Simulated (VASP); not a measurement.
**Mo: single point with r2SCAN**

Mo:

```
Mo
1.0
     3.27645    0.00000    0.00000
     0.00000    3.27645    0.00000
     0.00000    0.00000    3.07482
Mo
2
Direct
  0.00000 0.00000 0.00000
  0.50000 0.50000 0.50000
```

This cell differs from its parent crystal: biaxial strain in the a-b plane: +4.0 %.

| Property | Result |
| --- | --- |
| Program | VASP 6.6.1 |
| Task | single point |
| Functional | r2SCAN |
| Potentials or basis | VASP PAW PBE potentials, release 64 (Mo_sv) |
| Cutoff | 520 eV |
| k mesh | 16 × 16 × 16 |
| Occupations | gaussian, width 0.1 eV |
| Spin | no spin polarisation |
| Dipole correction | no |
| Further INCAR settings | ALGO = Normal; EDIFF = 1e-07; NBANDS = 21 |

* Pressure: -11.7 GPa
* Band gap on the k mesh: zero (bands 14 and 15 overlap by 2.49 eV)

Stress tensor (GPa, compression positive):
```
-17.80   0.00   0.00
  0.00 -17.80   0.00
  0.00   0.00   0.61
```

Levels at points of the mesh, in eV from the Fermi level:
```
           k point  band 10  band 11  band 12  band 13  band 14  band 15  band 16  band 17  band 18  band 19
(0.00, 0.00, 0.00)    -5.30    -5.16    -1.81    -1.04    -1.04     1.28     2.24     3.76     3.76     3.95
(0.50, 0.00, 0.00)    -4.02    -2.55    -2.55    -0.77    -0.77    -0.21    -0.21     1.00     1.00     3.02
(0.50, 0.50, 0.00)    -5.23    -2.78    -2.78     1.03     1.03     1.12     1.12     2.14     2.14     4.44
(0.00, 0.00, 0.50)    -3.62    -2.27    -2.27    -0.93    -0.93    -0.93    -0.93     0.63     0.63     4.24
(0.50, 0.00, 0.50)    -5.30    -3.58    -3.58     1.56     1.56     1.80     1.80     2.81     2.81     4.53
(0.50, 0.50, 0.50)    -2.82    -2.82    -2.82    -2.45    -2.45     2.32     2.32     2.71     2.71     9.78
```

Run time: 16 min on 1 thread of Oxide Virtual Turin-like Processor, with other jobs on the host, peak memory 0.29 GiB.

Caveat: the cell differs from its parent crystal (biaxial strain in the a-b plane: +4.0 %); the stress differs along the axes, from -18 to 1 GPa; the PAW data sets were made with another functional, which shifts forces and pressure a little.
